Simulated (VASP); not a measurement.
# Fe (Fmmm) in VASP: further runs, part 2 of 2

VASP 6.6.1. Earlier steps stand in the parts before.

## (3) Electric field gradients, PBE, collinear spin, ferromagnetic start (zz strain of +3 %)

INCAR

```
SYSTEM = Fe
PREC     = Accurate       ! precision mode
ENCUT    = 520            ! plane-wave cutoff, eV
EDIFF    = 1E-8           ! SCF threshold, eV
ISMEAR   = -1             ! smearing method
SIGMA    = 0.05           ! smearing width, eV
LREAL    = .False.        ! projectors in reciprocal space
LASPH    = .True.         ! aspherical terms in the spheres
NELM     = 150            ! most SCF steps
ALGO     = Normal         ! electronic algorithm
ISIF     = 2              ! what is computed and relaxed
LWAVE    = .False.        ! write WAVECAR
LCHARG   = .False.        ! write CHGCAR
ISPIN    = 2              ! spin polarisation
MAGMOM   = 3              ! initial moments
LORBIT   = 11             ! projections on sites
LMAXMIX  = 4              ! l up to which the mixer works
GGA      = PE             ! functional
LEFG     = .True.       
NBANDS   = 14             ! bands
```

KPOINTS

```
regular mesh
0
Gamma
  16 16 16
  0 0 0
```

POSCAR

```
Fe
1.0
    0.0000000000      1.9417396906      2.0240583172
    1.4984397099      0.0000000000      2.0240583172
    1.4984397099      1.9417396906      0.0000000000
Fe
1
Direct
    0.0000000000      0.0000000000      0.0000000000
```

Potentials or basis: VASP PAW PBE potentials, release 64 (Fe).

The run is started by

```bash
> cat potpaw_PBE.64/Fe/POTCAR > POTCAR
> mpirun -np 1 vasp_std > vasp.out
```

OUTCAR:

```text
SYSTEM = Fe
   PREC = Accurate
   ENCUT = 520
   EDIFF = 1E-8
   ISMEAR = -1
   LREAL = .False.
   LASPH = .True.
   NELM = 150
   ISIF = 2
   ISPIN = 2
   LORBIT = 11
   GGA = PE

 ion  position               nearest neighbor table
   1  0.000  0.000  0.000-

  LATTYP: Found a face centered orthorhombic cell.
 ALAT       =     2.9968794198
 B/A-ratio  =     1.2958410524
 C/A-ratio  =     1.3507772811

  Lattice vectors:

 A1 = (   0.0000000000,   1.9417396906,   2.0240583172)
 A2 = (   1.4984397099,   0.0000000000,   2.0240583172)
 A3 = (   1.4984397099,   1.9417396906,   0.0000000000)

Analysis of symmetry for initial positions (statically):
=====================================================================
 Subroutine PRICEL returns:
 Original cell was already a primitive cell.

 Routine SETGRP: Setting up the symmetry group for a
 face centered orthorhombic supercell.

 Subroutine GETGRP returns: Found  8 space group operations
 (whereof  8 operations were pure point group operations)
 out of a pool of  8 trial point group operations.

The static configuration has the point symmetry D_2h.

Analysis of symmetry for dynamics (positions and initial velocities):
=====================================================================
 Subroutine PRICEL returns:
 Original cell was already a primitive cell.

 Routine SETGRP: Setting up the symmetry group for a
 face centered orthorhombic supercell.

 Subroutine GETGRP returns: Found  8 space group operations
 (whereof  8 operations were pure point group operations)
 out of a pool of  8 trial point group operations.

The dynamic configuration has the point symmetry D_2h.
[... 594 lines left out ...]
     13      36.9665      0.00000
     14      37.2107      0.00000
[... 379 lines left out ...]
      3       5.2645      0.97859
      4       5.6616      0.01597
      5       6.7707      0.00000
      6       7.3618      0.00000
      7      27.2777      0.00000
      8      29.0479      0.00000
      9      29.8713      0.00000
     10      34.0165      0.00000
     11      34.7899      0.00000
     12      35.6096      0.00000
     13      36.2624      0.00000
     14      38.1128      0.00000

 [... further k-points ...]
[... 5 lines left out ...]
  --------------------------------------------------------------------------------------
  -------------------------------------------------------------------------------------
  Total       -0.6612867     -0.0363174     -0.4342508      0.0000000      0.0000000      0.0000000
  in kB      -89.9532941     -4.9401669    -59.0701325      0.0000000      0.0000000      0.0000000
  external PRESSURE =     -51.3211978 kB  Pullay stress =       0.0000000 kB

 VOLUME and BASIS-vectors are now :
 -----------------------------------------------------------------------------
  energy-cutoff  :      520.00
  volume of cell :       11.78
      direct lattice vectors                 reciprocal lattice vectors
     0.000000000  1.941739691  2.024058317    -0.333680426  0.257501045  0.247028456
     1.498439710  0.000000000  2.024058317     0.333680426 -0.257501045  0.247028456
     1.498439710  1.941739691  0.000000000     0.333680426  0.257501045 -0.247028456

 POSITION                                       TOTAL-FORCE (eV/Angst)
 -----------------------------------------------------------------------------------
      0.00000      0.00000      0.00000        -0.000000     -0.000000      0.000000
 -----------------------------------------------------------------------------------
    total drift:                               -0.000000     -0.000000     -0.000000

  FREE ENERGIE OF THE ION-ELECTRON SYSTEM (eV)
  ---------------------------------------------------
  free  energy   TOTEN  =        -8.2218376824 eV

  energy  without entropy=       -8.2131514348  energy(sigma->0) =       -8.21749456

 Electric field gradients (V/A^2)
---------------------------------------------------------------------
 ion       V_xx      V_yy      V_zz      V_xy      V_xz      V_yz
---------------------------------------------------------------------
   1       4.811    -2.661    -2.150     0.003    -0.004     0.000
---------------------------------------------------------------------

 Electric field gradients after diagonalization (V/A^2)
 (convention: |V_zz| > |V_xx| > |V_yy|)
----------------------------------------------------------------------
 ion       V_xx      V_yy      V_zz     asymmetry (V_yy - V_xx)/ V_zz
----------------------------------------------------------------------
   1      -2.661    -2.150     4.811       0.106
----------------------------------------------------------------------

           NMR quadrupolar parameters

 Cq : quadrupolar parameter    Cq=e*Q*V_zz/h
 eta: asymmetry parameters     (V_yy - V_xx)/ V_zz
 Q  : nuclear electric quadrupole moment in mb (millibarn)
----------------------------------------------------------------------
 ion       Cq(MHz)       eta       Q (mb)
----------------------------------------------------------------------
   1       0.012       0.106       1.000
----------------------------------------------------------------------

 total charge

# of ion       s       p       d       tot
------------------------------------------
    1        0.473   0.509   6.216   7.198

 magnetization (x)

# of ion       s       p       d       tot
------------------------------------------
    1       -0.013  -0.052   2.357   2.291
```

OSZICAR:

```text
N       E                     dE             d eps       ncg     rms          rms(c)
DAV:   1     0.218800477573E+02    0.21880E+02   -0.38082E+03 37932   0.690E+02
DAV:   2    -0.818508972442E+01   -0.30065E+02   -0.27498E+02 38094   0.128E+02
DAV:   3    -0.911593832867E+01   -0.93085E+00   -0.92522E+00 41992   0.233E+01
DAV:   4    -0.911907898004E+01   -0.31407E-02   -0.31404E-02 40638   0.123E+00
DAV:   5    -0.911909415369E+01   -0.15174E-04   -0.15173E-04 42348   0.880E-02    0.111E+01
DAV:   6    -0.831497150944E+01    0.80412E+00   -0.10600E+01 43896   0.371E+01    0.587E+00
DAV:   7    -0.823351476654E+01    0.81457E-01   -0.73653E-01 42834   0.941E+00    0.335E+00
DAV:   8    -0.822823511453E+01    0.52797E-02   -0.81307E-03 41462   0.528E-01    0.142E+00
DAV:   9    -0.822170539418E+01    0.65297E-02   -0.88029E-03 47294   0.498E-01    0.342E-01
DAV:  10    -0.822176327185E+01   -0.57878E-04   -0.57644E-04 41538   0.250E-01    0.100E-01
DAV:  11    -0.822183678995E+01   -0.73518E-04   -0.35001E-04 43784   0.145E-01    0.464E-02
DAV:  12    -0.822183743632E+01   -0.64637E-06   -0.59290E-06 39924   0.278E-02    0.189E-02
DAV:  13    -0.822183902922E+01   -0.15929E-05   -0.27920E-06 40836   0.122E-02    0.993E-03
DAV:  14    -0.822183759204E+01    0.14372E-05   -0.62474E-07 41256   0.669E-03    0.265E-03
DAV:  15    -0.822183770339E+01   -0.11136E-06   -0.17757E-08 28576   0.127E-03    0.678E-04
DAV:  16    -0.822183768620E+01    0.17196E-07   -0.47322E-09 19344   0.590E-04    0.147E-04
DAV:  17    -0.822183768242E+01    0.37788E-08   -0.60784E-10 18486   0.231E-04
   1 F= -.82218377E+01 E0= -.82174946E+01  d E =-.868625E-02  mag=     2.2888
```

stdout:

```text
POSCAR found type information on POSCAR Fe
 POSCAR found :  1 types and       1 ions
 scaLAPACK will be used
 LDA part: xc-table for (Slater+PW92), standard interpolation
 POSCAR, INCAR and KPOINTS ok, starting setup
 FFT: planning ... GRIDC
 FFT: planning ... GRID_SOFT
 FFT: planning ... GRID
 WAVECAR not read
 entering main loop
ion   1
```

Wall time 3.7 min (1 thread of AMD EPYC 7R43 (Zen 3), shared host); peak memory 0.23 GiB.

Results:

* Free energy: -8.2218 eV
* Pressure: -5.1 GPa
* Net moment: 2.29 μB per cell
* Site moments: Fe +2.29 μB
* Valence electrons inside the program's atomic spheres: Fe 7.20

Stress tensor (GPa, compression positive):
```
-9.00  0.00  0.00
 0.00 -0.49  0.00
 0.00  0.00 -5.91
```

Levels at points of the mesh, in eV from the Fermi level:
Spin up:
```csv
k point,band 1,band 2,band 3,band 4,band 5,band 6,band 7,band 8,band 9,band 10
"(0.00, 0.00, 0.00)",-8.22,-2.48,-2.18,-2.06,-1.26,-0.95,23.80,24.60,25.51,29.13
"(0.50, 0.00, 0.00)",-4.72,-3.12,-1.30,-0.83,0.24,0.38,6.83,18.31,20.68,23.38
"(0.50, 0.50, 0.00)",-4.77,-3.57,-0.77,-0.68,0.22,0.54,7.05,17.54,18.76,22.44
"(0.50, 0.00, 0.50)",-4.77,-3.50,-0.86,-0.86,0.48,1.29,7.97,16.78,17.96,21.68
"(0.00, 0.50, 0.50)",-4.72,-4.55,-0.09,-0.07,0.28,8.07,10.55,10.56,14.41,16.00
```
Spin down:
```
           k point  band 1  band 2  band 3  band 4  band 5  band 6
(0.00, 0.00, 0.00)   -8.05   -0.61   -0.11    0.08    1.45    1.96
(0.50, 0.00, 0.00)   -3.41   -1.26    0.47    1.34    1.99    2.60
(0.50, 0.50, 0.00)   -3.42   -1.92    0.66    2.02    2.18    2.61
(0.50, 0.00, 0.50)   -3.32   -1.70    1.42    1.80    1.96    2.68
(0.00, 0.50, 0.50)   -2.84   -2.68    2.25    2.32    2.45    8.34
```

Electric field gradients, principal values (V/Å²):
```tsv
atom	least	middle	greatest (by size)
1 Fe	-2.150	-2.661	4.811
```

Caveat: the cell differs from its parent crystal (zz strain of +3 %); without QUAD_EFG the Cq values of the log hold for a quadrupole moment of 1 mb, not for the nuclei.
